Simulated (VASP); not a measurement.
# TiAl3 (I4/mmm) in VASP: notebook

TiAl3 is run at these levels: BLYP, r2SCAN, PBEsol+D3(BJ); tasks: single point.

Program: VASP 6.6.1. These are calculated values, not measurements. Logs are shortened: lines on timing, memory, paths and dates and some standing lists are left out, and cuts for length are marked.

### Step 1. The cell of the first run

It takes space group I4/mmm (No. 139, tetragonal). Conventional cell: a = 3.822 Å, b = 3.822 Å, c = 8.561 Å, α = 90.00°, β = 90.00°, γ = 90.00°. Ti (site symmetry 4/mmm) has 12 Al at 2.70 to 2.87 Å within 3.6 Å. Al (site symmetry -4m2) has 8 Al at 2.70 to 2.87 Å and 4 Ti at 2.87 Å within 3.6 Å. Al (site symmetry 4/mmm) has 4 Ti at 2.70 Å and 8 Al at 2.87 Å within 3.6 Å.

### Step 2. Single point, BLYP

File INCAR:

```
SYSTEM = TiAl3
PREC = Accurate
ENCUT = 520
EDIFF = 1E-6
ISMEAR = -1
SIGMA = 0.05
LREAL = .FALSE.
LASPH = .TRUE.
NELM = 80
ALGO = Normal
ISIF = 2
LWAVE = .FALSE.
LCHARG = .TRUE.
GGA = B5
ALDAX = 1.0
AGGAX = 1.0
AGGAC = 1.0
ALDAC = 0.0
LELF = .TRUE.
LVHAR = .TRUE.
NBANDS = 18
```

File KPOINTS:

```
Automatic mesh
0
G
  6 6 6
  0 0 0
```

File POSCAR:

```
TiAl3
1.0
   -1.9111067713      1.9111067713      4.2806687947
    1.9111067713     -1.9111067713      4.2806687947
    1.9111067713      1.9111067713     -4.2806687947
Ti Al
1 3
Direct
    0.0000000000      0.0000000000      0.0000000000
    0.2500000000      0.7500000000      0.5000000000
    0.7500000000      0.2500000000      0.5000000000
    0.5000000000      0.5000000000      0.0000000000
```

Potentials or basis: VASP PAW PBE potentials, release 64 (Ti_sv, Al).

On the command line:

```console
> cat potpaw_PBE.64/Ti_sv/POTCAR potpaw_PBE.64/Al/POTCAR > POTCAR
> mpirun -np 1 vasp_std > vasp.out
```

OUTCAR:

```text
SYSTEM = TiAl3
   PREC = Accurate
   ENCUT = 520
   EDIFF = 1E-6
   ISMEAR = -1
   LREAL = .FALSE.
   LASPH = .TRUE.
   NELM = 80
   ISIF = 2
   GGA = B5

 ion  position               nearest neighbor table
   1  0.000  0.000  0.000-   4 2.70   4 2.70   4 2.70   4 2.70   3 2.87   2 2.87   3 2.87   2 2.87
                             3 2.87   3 2.87   2 2.87   2 2.87
   2  0.250  0.750  0.500-   3 2.70   3 2.70   3 2.70   3 2.70   4 2.87   1 2.87   4 2.87   4 2.87
                             1 2.87   1 2.87   4 2.87   1 2.87
   3  0.750  0.250  0.500-   2 2.70   2 2.70   2 2.70   2 2.70   4 2.87   1 2.87   4 2.87   1 2.87
                             4 2.87   4 2.87   1 2.87   1 2.87
   4  0.500  0.500  0.000-   1 2.70   1 2.70   1 2.70   1 2.70   3 2.87   2 2.87   3 2.87   3 2.87
                             2 2.87   2 2.87   3 2.87   2 2.87

  LATTYP: Found a body centered tetragonal cell.
 ALAT       =     3.8222135426
 C/A-ratio  =     2.2398899208

  Lattice vectors:

 A1 = (  -1.9111067713,   1.9111067713,   4.2806687947)
 A2 = (   1.9111067713,  -1.9111067713,   4.2806687947)
 A3 = (   1.9111067713,   1.9111067713,  -4.2806687947)

Analysis of symmetry for initial positions (statically):
=====================================================================
 Subroutine PRICEL returns:
 Original cell was already a primitive cell.

 Routine SETGRP: Setting up the symmetry group for a
 body centered tetragonal supercell.

 Subroutine GETGRP returns: Found 16 space group operations
 (whereof 16 operations were pure point group operations)
 out of a pool of 16 trial point group operations.

The static configuration has the point symmetry D_4h.

Analysis of symmetry for dynamics (positions and initial velocities):
=====================================================================
 Subroutine PRICEL returns:
 Original cell was already a primitive cell.

 Routine SETGRP: Setting up the symmetry group for a
 body centered tetragonal supercell.

 Subroutine GETGRP returns: Found 16 space group operations
 (whereof 16 operations were pure point group operations)
 out of a pool of 16 trial point group operations.

The dynamic configuration has the point symmetry D_4h.

 Subroutine INISYM returns: Found 16 space group operations
 (whereof 16 operations are pure point group operations),
 and found     1 'primitive' translations

----------------------------------------------------------------------------------------

                                     Primitive cell

[... 91 lines left out ...]
   LASPH  =      T    aspherical Exc in radial PAW
   ENCUT  =  520.0 eV  38.22 Ry    6.18 a.u.   9.41  9.41  9.41*2*pi/ulx,y,z
   NELM   =     80;   NELMIN=  2; NELMDL= -5     # of ELM steps
   EDIFF  = 0.1E-05   stopping-criterion for ELM
   LREAL  =      F    real-space projection
   EDIFFG = 0.1E-04   stopping-criterion for IOM
   NSW    =      0    number of steps for IOM
   IBRION =     -1    ionic relax: 0-MD 1-quasi-New 2-CG
   NFREE  =      0    steps in history (QN), initial steepest desc. (CG)
   ISIF   =      2    stress and relaxation
   ISYM   =      2    0-nonsym 1-usesym 2-fastsym
   POTIM  = 0.5000    time-step for ionic-motion
   TEBEG  =    0.0;   TEEND  =   0.0 temperature during run
   PSTRESS=    0.0 pullay stress
   NELECT =      21.0000    total number of electrons
   NUPDOWN=      -1.0000    fix difference up-down
   EMIN   =  10.00;   EMAX   =-10.00  energy-range for DOS
   EFERMI =   0.00;   METHOD = LEGACY
   ISMEAR =    -1;   SIGMA  =   0.05  broadening in eV -4-tet -1-fermi 0-gaus
   EFERMI_NEDOS =   21; number of points for ismear=-14 and -15
   IALGO  =     38    algorithm
   IMIX   =      4    mixing-type and parameters
     AMIX     =   0.40;   BMIX     =  1.00
     AMIX_MAG =   1.60;   BMIX_MAG =  1.00
  volume/ion in A,a.u.               =      15.63       105.51
  Fermi-wavevector in a.u.,A,eV,Ry     =   1.137891  2.150303 17.616776  1.294796
  Thomas-Fermi vector in A             =   2.274596
   LORBIT       =      0    0 simple, 1 ext, 2 COOP (PROOUT), +10 PAW based schemes
   GGA     = B5    functional components
   LHFCALC =     F    Hartree Fock is set to
   AEXX    =    0.0000 exact exchange contribution
   IVDW    =     0    specifies the selected vdW correction
   LEPSILON=     F    determine dielectric tensor
   LRPA    =     F    only Hartree local field effects (RPA)
 non-spin polarized calculation
  energy-cutoff  :      520.00
  volume of cell :       62.54
 maximum number of plane-waves:      1697
 NGX is ok and might be reduce to    40
   NGX = 19   NGY = 19   NGZ = 19

 number of electron      20.9999999 magnetization

 Free energy of the ion-electron system (eV)
  ---------------------------------------------------
  ext. energy  EPLUGINS =         0.00000000
  ---------------------------------------------------
  free energy    TOTEN  =       -16.39558316 eV

  energy without entropy =      -16.38238207  energy(sigma->0) =      -16.38898261

 E-fermi :   8.8151     XC(G=0): -10.2688

 val. band max:        8.7847434970   @ k =   0.3333  -0.0000   0.0000
 cond. band min:       8.8606420975   @ k =  -0.3333  -0.3333   0.1667
 fundamental gap:      0.0758986004
 Fermi energy:         8.8151218747

 k-point     1 :       0.0000    0.0000    0.0000
  band No.  band energies     occupation
      1     -47.4270      2.00000
      2     -23.9112      2.00000
      3     -23.9112      2.00000
      4     -23.8189      2.00000
      5      -1.2502      2.00000
      6       5.9548      2.00000
[... 481 lines left out ...]
      5      -0.4657      2.00000
      6       3.4208      2.00000
[... 10 lines left out ...]
     17      13.8552      0.00000
     18      14.1323      0.00000

 [... further k-points ...]
[... 5 lines left out ...]
  --------------------------------------------------------------------------------------
  -------------------------------------------------------------------------------------
  Total        1.9830798      1.9830798      2.2734828      0.0000000     -0.0000000      0.0000000
  in kB       50.8053280     50.8053280     58.2452796      0.0000000     -0.0000000      0.0000000
  external PRESSURE =      53.2853119 kB  Pullay stress =       0.0000000 kB

 VOLUME and BASIS-vectors are now :
 -----------------------------------------------------------------------------
  energy-cutoff  :      520.00
  volume of cell :       62.54
      direct lattice vectors                 reciprocal lattice vectors
    -1.911106771  1.911106771  4.280668795     0.000000000  0.261628501  0.116804178
     1.911106771 -1.911106771  4.280668795     0.261628501  0.000000000  0.116804178
     1.911106771  1.911106771 -4.280668795     0.261628501  0.261628501  0.000000000

 POSITION                                       TOTAL-FORCE (eV/Angst)
 -----------------------------------------------------------------------------------
      0.00000      0.00000      0.00000        -0.000000      0.000000     -0.000000
      1.91111      0.00000      2.14033         0.000000     -0.000000      0.000000
      0.00000      1.91111      2.14033         0.000000      0.000000      0.000000
      0.00000      0.00000      4.28067        -0.000000      0.000000     -0.000000
 -----------------------------------------------------------------------------------
    total drift:                               -0.000000     -0.000000     -0.000000

  FREE ENERGIE OF THE ION-ELECTRON SYSTEM (eV)
  ---------------------------------------------------
  free  energy   TOTEN  =       -16.3955831565 eV

  energy  without entropy=      -16.3823820665  energy(sigma->0) =      -16.38898261
```

OSZICAR:

```text
N       E                     dE             d eps       ncg     rms          rms(c)
DAV:   1     0.130957216298E+03    0.13096E+03   -0.91764E+03  1080   0.108E+03
DAV:   2    -0.916082697811E+01   -0.14012E+03   -0.13645E+03  1104   0.289E+02
DAV:   3    -0.178454341605E+02   -0.86846E+01   -0.85060E+01  1720   0.665E+01
DAV:   4    -0.180807040983E+02   -0.23527E+00   -0.23468E+00  1346   0.102E+01
DAV:   5    -0.180902135436E+02   -0.95094E-02   -0.95076E-02  1668   0.202E+00    0.105E+01
DAV:   6    -0.171994364904E+02    0.89078E+00   -0.19816E+01  1464   0.333E+01    0.703E+00
DAV:   7    -0.164451017818E+02    0.75433E+00   -0.84578E+00  1384   0.205E+01    0.298E+00
DAV:   8    -0.164557290683E+02   -0.10627E-01   -0.11805E+00  1360   0.825E+00    0.191E+00
DAV:   9    -0.163946938285E+02    0.61035E-01   -0.38462E-01  1378   0.459E+00    0.189E-01
DAV:  10    -0.163963312232E+02   -0.16374E-02   -0.99584E-03  1362   0.624E-01    0.215E-01
DAV:  11    -0.163955751663E+02    0.75606E-03   -0.55361E-03  1490   0.513E-01    0.207E-02
DAV:  12    -0.163955828500E+02   -0.76836E-05   -0.13002E-04  1248   0.851E-02    0.183E-02
DAV:  13    -0.163955831565E+02   -0.30651E-06   -0.22823E-06  1326   0.110E-02
   1 F= -.16395583E+02 E0= -.16388983E+02  d E =-.132011E-01
```

Wall time 35 s (1 thread of Intel Xeon 6975P-C (Granite Rapids), shared host); peak memory 0.25 GiB.

What came out:

```
Free energy            : -16.3956 eV
Pressure               : 5.3 GPa
Band gap on the k mesh : zero (an odd number of electrons rules out a gap without spin polarisation)
```

Stress tensor (GPa, compression positive):
```
5.08 0.00 0.00
0.00 5.08 0.00
0.00 0.00 5.82
```

Levels at points of the mesh, in eV from the Fermi level:
```csv
k point,band 9,band 10,band 11,band 12,band 13,band 14
"(0.00, 0.00, 0.00)",-1.23,-1.23,0.77,1.78,1.78,2.34
"(0.50, 0.00, 0.00)",-1.10,-0.24,0.48,1.79,2.11,2.72
"(0.50, 0.50, 0.00)",-2.62,-2.16,-0.98,1.76,1.92,2.79
"(0.50, 0.50, 0.50)",-0.91,-0.17,0.69,0.69,0.88,3.24
```

Caveat: the cell stands under pressure; the PAW data sets were made with another functional, which shifts forces and pressure a little.

### Step 3. Single point, r2SCAN

POSCAR is that of step 2.

File INCAR.step1:

```
SYSTEM = TiAl3
PREC = Accurate
ENCUT = 520
ISMEAR = -1
SIGMA = 0.05
LREAL = .False.
LASPH = .True.
NELM = 100
NBANDS = 18
GGA = PE
ALGO = Normal
EDIFF = 1E-4
LWAVE = .True.
LCHARG = .False.
```

File INCAR.step2:

```
SYSTEM = TiAl3
PREC = Accurate
ENCUT = 520
EDIFF = 1E-7
ISMEAR = -1
SIGMA = 0.05
LREAL = .False.
LASPH = .True.
NELM = 100
ALGO = Normal
ISIF = 2
LWAVE = .False.
LCHARG = .False.
METAGGA = R2SCAN
LMIXTAU = .True.
NBANDS = 18
ISTART = 1
```

File KPOINTS:

```
regular mesh
0
Gamma
  6 6 6
  0 0 0
```

Potentials or basis: VASP PAW PBE potentials, release 64 (Ti_sv, Al).

On the command line:

```console
> cat potpaw_PBE.64/Ti_sv/POTCAR potpaw_PBE.64/Al/POTCAR > POTCAR
> cp INCAR.step1 INCAR
> mpirun -np 1 vasp_std > vasp.out
> cp INCAR.step2 INCAR
> mpirun -np 1 vasp_std > vasp.out
```

OUTCAR:

```text
SYSTEM = TiAl3
   PREC = Accurate
   ENCUT = 520
   EDIFF = 1E-7
   ISMEAR = -1
   LREAL = .False.
   LASPH = .True.
   NELM = 100
   ISIF = 2
   METAGGA = R2SCAN
   ISTART = 1

 ion  position               nearest neighbor table
   1  0.000  0.000  0.000-   4 2.70   4 2.70   4 2.70   4 2.70   3 2.87   2 2.87   3 2.87   2 2.87
                             3 2.87   3 2.87   2 2.87   2 2.87
   2  0.250  0.750  0.500-   3 2.70   3 2.70   3 2.70   3 2.70   4 2.87   1 2.87   4 2.87   4 2.87
                             1 2.87   1 2.87   4 2.87   1 2.87
[... 704 lines left out ...]
 [... further k-points ...]
[... 5 lines left out ...]
  --------------------------------------------------------------------------------------
  -------------------------------------------------------------------------------------
  Total        0.0034111      0.0034111      0.0210114      0.0000000      0.0000000      0.0000000
  in kB        0.0873913      0.0873913      0.5382995      0.0000000      0.0000000      0.0000000
  external PRESSURE =       0.2376940 kB  Pullay stress =       0.0000000 kB

 VOLUME and BASIS-vectors are now :
 -----------------------------------------------------------------------------
  energy-cutoff  :      520.00
  volume of cell :       62.54
      direct lattice vectors                 reciprocal lattice vectors
    -1.911106771  1.911106771  4.280668795     0.000000000  0.261628501  0.116804178
     1.911106771 -1.911106771  4.280668795     0.261628501  0.000000000  0.116804178
     1.911106771  1.911106771 -4.280668795     0.261628501  0.261628501  0.000000000

 POSITION                                       TOTAL-FORCE (eV/Angst)
 -----------------------------------------------------------------------------------
      0.00000      0.00000      0.00000        -0.000000      0.000000      0.000000
      1.91111      0.00000      2.14033        -0.000000     -0.000000     -0.000000
      0.00000      1.91111      2.14033         0.000000     -0.000000     -0.000000
      0.00000      0.00000      4.28067        -0.000000      0.000000      0.000000
 -----------------------------------------------------------------------------------
    total drift:                               -0.000000     -0.000000     -0.000000

  FREE ENERGIE OF THE ION-ELECTRON SYSTEM (eV)
  ---------------------------------------------------
  free  energy   TOTEN  =       -34.9184228336 eV

  energy  without entropy=      -34.9062491041  energy(sigma->0) =      -34.91233597
```

OUTCAR.step1:

```text
SYSTEM = TiAl3
   PREC = Accurate
   ENCUT = 520
   ISMEAR = -1
   LREAL = .False.
   LASPH = .True.
[... 737 lines left out ...]
      1.91111      0.00000      2.14033        -0.000000     -0.000000     -0.000000
      0.00000      1.91111      2.14033         0.000000      0.000000     -0.000000
      0.00000      0.00000      4.28067         0.000000      0.000000      0.000000
 -----------------------------------------------------------------------------------
    total drift:                               -0.000000     -0.000000     -0.000000

  FREE ENERGIE OF THE ION-ELECTRON SYSTEM (eV)
  ---------------------------------------------------
  free  energy   TOTEN  =       -20.6647600075 eV

  energy  without entropy=      -20.6527761452  energy(sigma->0) =      -20.65876808
```

OSZICAR.step1:

```text
N       E                     dE             d eps       ncg     rms          rms(c)
DAV:   1     0.126002802431E+03    0.12600E+03   -0.91673E+03  1080   0.108E+03
DAV:   2    -0.137964761633E+02   -0.13980E+03   -0.13615E+03  1104   0.289E+02
DAV:   3    -0.224463367233E+02   -0.86499E+01   -0.84734E+01  1736   0.665E+01
DAV:   4    -0.226723952983E+02   -0.22606E+00   -0.22554E+00  1322   0.100E+01
DAV:   5    -0.226814084418E+02   -0.90131E-02   -0.90119E-02  1660   0.197E+00    0.110E+01
DAV:   6    -0.214242650697E+02    0.12571E+01   -0.20212E+01  1482   0.345E+01    0.679E+00
DAV:   7    -0.207466401020E+02    0.67762E+00   -0.79113E+00  1374   0.199E+01    0.305E+00
DAV:   8    -0.207270903677E+02    0.19550E-01   -0.12376E+00  1350   0.861E+00    0.195E+00
DAV:   9    -0.206648035161E+02    0.62287E-01   -0.44764E-01  1386   0.500E+00    0.251E-01
DAV:  10    -0.206667248718E+02   -0.19214E-02   -0.10211E-02  1296   0.658E-01    0.319E-01
DAV:  11    -0.206647851928E+02    0.19397E-02   -0.75961E-03  1506   0.585E-01    0.612E-02
DAV:  12    -0.206647600075E+02    0.25185E-04   -0.40391E-04  1372   0.137E-01
   1 F= -.20664760E+02 E0= -.20658768E+02  d E =-.119839E-01
```

It took 2 min on 1 thread of Intel Xeon 6975P-C (Granite Rapids), shared host; peak memory 0.26 GiB.

What came out:

```yaml
Free_energy: -34.9184 eV
Pressure: 0.0 GPa
Band_gap_on_the_k_mesh: zero (an odd number of electrons rules out a gap without spin polarisation)
```

Levels at points of the mesh, in eV from the Fermi level:
```csv
k point,band 7,band 8,band 9,band 10,band 11,band 12,band 13,band 14,band 15,band 16
"(0.00, 0.00, 0.00)",-2.91,-1.49,-1.33,-1.33,0.84,1.74,1.74,2.18,2.87,4.06
"(0.50, 0.00, 0.00)",-3.91,-3.16,-1.17,-0.27,0.55,2.05,2.15,2.90,3.30,4.73
"(0.50, 0.50, 0.00)",-4.57,-4.13,-3.04,-2.36,-1.07,1.94,2.22,2.76,2.97,3.45
"(0.50, 0.50, 0.50)",-2.08,-1.06,-1.06,-0.28,0.77,0.77,0.97,3.21,5.27,6.46
```

Caveat: the PAW data sets were made with another functional, which shifts forces and pressure a little.

### Step 4. Single point, PBEsol+D3(BJ)

This run uses another cell than the first one, of 14.99 Å³/atom.

File INCAR:

```
  PREC = Accurate
  ENCUT = 520
  EDIFF = 1E-6
  ISMEAR = -1
  SIGMA = 0.05
  LREAL = False
  LASPH = True
  NELM = 100
  ALGO = Normal
  ISIF = 2
  LWAVE = False
  LCHARG = False
  GGA = PS
  IVDW = 12
  NBANDS = 18
```

File KPOINTS:

```
Automatic mesh
0
Gamma
  10 10 10
```

File POSCAR:

```
TiAl3
1.0
   -1.8850520841      1.8850520841      4.2170877035
    1.8850520841     -1.8850520841      4.2170877035
    1.8850520841      1.8850520841     -4.2170877035
Ti Al
1 3
Direct
    0.0000000000      0.0000000000      0.0000000000
    0.2500000000      0.7500000000      0.5000000000
    0.7500000000      0.2500000000      0.5000000000
    0.5000000000      0.5000000000      0.0000000000
```

On the command line:

```console
> cat potpaw_PBE.64/Ti_sv/POTCAR potpaw_PBE.64/Al/POTCAR > POTCAR
> mpirun -np 1 vasp_std > vasp.out
```

It took 88 s on 1 thread of Intel Xeon 6975P-C (Granite Rapids), shared host; peak memory 0.31 GiB.

The run converged. Its results:

| Item | Value |
| --- | --- |
| Free energy | -23.9032 eV |
| Pressure | 0.1 GPa |
| Band gap on the k mesh | zero (an odd number of electrons rules out a gap without spin polarisation) |
| Dispersion energy per atom | -0.425 eV |

Levels at points of the mesh, in eV from the Fermi level:
| k point | band 9 | band 10 | band 11 | band 12 | band 13 | band 14 |
| --- | --- | --- | --- | --- | --- | --- |
| (0.00, 0.00, 0.00) | -1.27 | -1.27 | 0.88 | 1.85 | 1.85 | 2.24 |
| (0.50, 0.00, 0.00) | -1.09 | -0.28 | 0.53 | 1.92 | 2.17 | 2.87 |
| (0.50, 0.50, 0.00) | -2.73 | -2.22 | -1.03 | 1.88 | 2.06 | 2.79 |
| (0.50, 0.50, 0.50) | -0.90 | -0.26 | 0.73 | 0.73 | 1.01 | 3.15 |

Caveat: the PAW data sets were made with another functional, which shifts forces and pressure a little.

### Step 5. Summary

```tsv
level	cell	k mesh	gap on the mesh (eV)	pressure (GPa)
BLYP	a = 5.062 Å, angles 135.6, 135.6, 64.5°, 4 atoms	6 × 6 × 6	none	5.3
r2SCAN	a = 5.062 Å, angles 135.6, 135.6, 64.5°, 4 atoms	6 × 6 × 6	none	0.0
PBEsol+D3(BJ)	a = 4.989 Å, angles 135.6, 135.6, 64.6°, 4 atoms	10 × 10 × 10	none	0.1
```

Alike in all rows: task single point; potentials or basis VASP PAW PBE potentials, release 64 (Ti_sv, Al); no spin polarisation; cutoff (eV) 520; smearing fermi-dirac 0.05 eV.

Caveats: the PAW data sets were made with another functional, which shifts forces and pressure a little; the cell stands under pressure (at least some runs).

Absolute energies hang on the potentials; compare differences alone.

The gap in the log of VASP goes by the Fermi energy; the results here count the filled bands.